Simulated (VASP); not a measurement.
Crystal: MgV2O6.

```
CELL_PARAMETERS angstrom
4.63950 -1.75100 0.00000
4.63950 1.75100 0.00000
-2.49640 0.00000 6.25095
ATOMIC_POSITIONS crystal
Mg 0.00000 0.00000 0.00000
V 0.80514 0.80514 0.34360
V 0.19486 0.19486 0.65640
O 0.96070 0.96070 0.27640
O 0.03930 0.03930 0.72360
O 0.69300 0.69300 0.56520
O 0.30700 0.30700 0.43480
O 0.65170 0.65170 0.11330
O 0.34830 0.34830 0.88670
```

* Program: VASP 6.6.1
* Task: relaxation of cell and atoms
* Functional: PBEsol
* Potentials or basis: VASP PAW PBE potentials, release 64 (Mg, V_sv, O)
* Cutoff: 600 eV
* k mesh: 8 × 8 × 4
* Occupations: gaussian, width 0.02 eV
* Spin: no spin polarisation

At the start: pressure -1.8 GPa; volume 11.28 Å³/atom.

Q: How do energy, volume and symmetry change on relaxing?

A: Over 61 steps the energy falls by 3.2 meV/atom and the volume is 10.91 Å³/atom (-3.3 %); space group C2/m (No. 12, to 0.1 Å) before and after.

Step by step:
| step | energy change (eV) | largest force (eV/Å) | pressure (GPa) | volume (Å³) |
| --- | --- | --- | --- | --- |
| 1 | 0.0000 | 0.2261 | -1.82 | 101.56 |
| 3 | -0.0127 | 0.2466 | -0.55 | 100.54 |
| 5 | -0.0147 | 0.1210 | 0.33 | 100.18 |
| 7 | -0.0174 | 0.0602 | -0.05 | 100.12 |
| 9 | -0.0180 | 0.1659 | 0.03 | 100.02 |
| 11 | -0.0188 | 0.1212 | 0.00 | 99.97 |
| 13 | -0.0195 | 0.1022 | -0.17 | 99.74 |
| 15 | -0.0202 | 0.0499 | -0.11 | 99.75 |
| 17 | -0.0222 | 0.1720 | 0.10 | 99.18 |
| 19 | -0.0231 | 0.1153 | 0.02 | 99.04 |
| 21 | -0.0240 | 0.0610 | -0.13 | 98.73 |
| 23 | -0.0253 | 0.0499 | -0.10 | 98.68 |
| 25 | -0.0262 | 0.1363 | 0.04 | 98.43 |
| 27 | -0.0271 | 0.0754 | 0.08 | 98.50 |
| 29 | -0.0273 | 0.0334 | 0.02 | 98.51 |
| 31 | -0.0276 | 0.0505 | -0.11 | 98.54 |
| 33 | -0.0279 | 0.0445 | 0.07 | 98.47 |
| 35 | -0.0279 | 0.0456 | 0.12 | 98.45 |
| 37 | -0.0283 | 0.0159 | -0.01 | 98.37 |
| 39 | -0.0283 | 0.0123 | -0.02 | 98.33 |
| 41 | -0.0283 | 0.0351 | 0.18 | 98.21 |
| 43 | -0.0284 | 0.0155 | 0.04 | 98.27 |
| 45 | -0.0284 | 0.0113 | -0.01 | 98.28 |
| 47 | -0.0284 | 0.0092 | -0.03 | 98.28 |
| 49 | -0.0285 | 0.0237 | 0.06 | 98.19 |
| 51 | -0.0285 | 0.0109 | 0.04 | 98.21 |
| 53 | -0.0285 | 0.0062 | -0.01 | 98.21 |
| 55 | -0.0285 | 0.0068 | 0.01 | 98.20 |
| 57 | -0.0285 | 0.0072 | -0.01 | 98.20 |
| 59 | -0.0285 | 0.0064 | 0.03 | 98.20 |
| 61 | -0.0285 | 0.0047 | 0.04 | 98.18 |

Final structure:
```
CELL_PARAMETERS angstrom
4.63058 -1.73569 -0.06508
4.63058 1.73569 -0.06508
-2.58042 0.00000 6.14422
ATOMIC_POSITIONS crystal
Mg 0.00000 0.00000 0.00000
V 0.81267 0.81267 0.35124
V 0.18733 0.18733 0.64876
O 0.96934 0.96934 0.28504
O 0.03066 0.03066 0.71496
O 0.69049 0.69049 0.56154
O 0.30951 0.30951 0.43846
O 0.65418 0.65418 0.11294
O 0.34582 0.34582 0.88706
```

Caveat: the PAW data sets were made with another functional, which shifts forces and pressure a little.
